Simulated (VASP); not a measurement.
# MoH2: single point with PBE

Crystal: MoH2.

```
H Mo
1.0
     0.00000    2.49320    2.49320
     2.49320    0.00000    2.49320
     2.49320    2.49320    0.00000
H Mo
2 1
Direct
  0.75000 0.75000 0.75000
  0.50000 0.50000 0.50000
  0.00000 0.00000 0.00000
```

```json
{
  "Program": "VASP 6.6.1",
  "Task": "single point",
  "Functional": "PBE",
  "Potentials or basis": "VASP PAW PBE potentials, release 64 (H, Mo_sv)",
  "Cutoff": "520 eV",
  "k mesh": "6 × 6 × 6",
  "Occupations": "gaussian, width 0.1 eV",
  "Spin": "no spin polarisation",
  "Dipole correction": "no",
  "Further INCAR settings": "ALGO = Normal; EDIFF = 1e-06; NBANDS = 15"
}
```

```yaml
Pressure: -38.5 GPa
Band_gap_on_the_k_mesh: zero (band 8 reaches 6.81 eV, above the bottom of band 9 at 5.31 eV)
```

Levels at points of the mesh, in eV from the Fermi level:
```
           k point  band 4  band 5  band 6  band 7  band 8  band 9  band 10  band 11  band 12  band 13
(0.00, 0.00, 0.00)  -35.46   -9.14   -1.13   -1.13   -1.13    0.06     0.06     1.45     7.37    11.25
(0.50, 0.00, 0.00)  -35.48   -6.45   -4.09   -1.24   -1.24    0.84     0.84     2.29     3.53    11.03
(0.50, 0.50, 0.00)  -35.51   -5.70   -5.51   -0.95    0.85    1.05     1.05     3.50     5.82     5.82
```

It used 12 s of CPU time on 1 thread of AMD EPYC 7R13 Processor (Zen 3), with other jobs on the host.

Caveat: the k points lie up to 0.36 Å⁻¹ apart.
